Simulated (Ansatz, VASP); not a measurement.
Given: the input of a run of Ansatz 0.2.0 on ScAl3.

The input input.yaml:

```yaml
crystal:
  lattice:
    - [4.08780657, 0.0, 0.0]
    - [0.0, 4.08780657, 0.0]
    - [0.0, 0.0, 4.08780657]
  atoms:
    - { symbol: Sc, position: [0.0, 0.0, 0.0] }
    - { symbol: Al, position: [0.5, 0.5, 0.0] }
    - { symbol: Al, position: [0.0, 0.5, 0.5] }
    - { symbol: Al, position: [0.5, 0.0, 0.5] }
hamiltonian:
  xc: pbesol
  pseudopotentials: { kind: paw }
  dispersion: d4
kpoints:
  mp_grid: { grid: [7, 7, 7] }
scf:
  occupations: { method: fermi_dirac, width: 0.05 }
output:
  forces: true
  stress: true
relax:
  f_tol: 0.01
  max_steps: 40
  cell: { stress_tol: 0.05 }
```

Potentials or basis: Ansatz PAW.

Launch:

```bash
$ ansatz run input.yaml --threads 2 --pin off --max-ram 5632MiB --backend cpu --events-out ev --progress --plain --runs-dir out
```

Question: Translate it to VASP 6.6.1. Potentials there: VASP PAW PBE potentials, release 64 (Sc_sv, Al).

Answer: As run (the cutoff follows the program's own potentials):

INCAR

```
SYSTEM = ScAl3
PREC = Accurate
ENCUT = 600
EDIFF = 1E-6
ISMEAR = -1
SIGMA = 0.05
LREAL = .False.
LASPH = .True.
NELM = 80
ALGO = Normal
ISIF = 3
LWAVE = .False.
LCHARG = .False.
GGA = PS
IVDW = 13
IBRION = 2
NSW = 60
EDIFFG = -0.01
```

The input KPOINTS:

```
regular mesh
0
Gamma
  7 7 7
  0 0 0
```

File POSCAR:

```
ScAl3
1.0
    4.0878065700      0.0000000000      0.0000000000
    0.0000000000      4.0878065700      0.0000000000
    0.0000000000      0.0000000000      4.0878065700
Sc Al
1 3
Direct
    0.0000000000      0.0000000000      0.0000000000
    0.5000000000      0.5000000000      0.0000000000
    0.0000000000      0.5000000000      0.5000000000
    0.5000000000      0.0000000000      0.5000000000
```

Potentials or basis: VASP PAW PBE potentials, release 64 (Sc_sv, Al).

The run is started by

```sh
$ cat potpaw_PBE.64/Sc_sv/POTCAR potpaw_PBE.64/Al/POTCAR > POTCAR
$ mpirun -np 1 vasp_std > vasp.out
```

Both were run:

|  | VASP | Ansatz | Ansatz less VASP |
| --- | --- | --- | --- |
| relaxed volume (Å³/atom) | 16.56 | 16.54 | -0.024 |
| relaxed cell length with the largest relative difference (Å) | 4.046 | 4.044 | -0.0019 |

VASP's potentials were made for PBE, not for PBEsol.

Noted on Ansatz's run: the plane-wave basis is chosen anew once the cell has moved, so the energies of steps on either side of that aren't comparable.
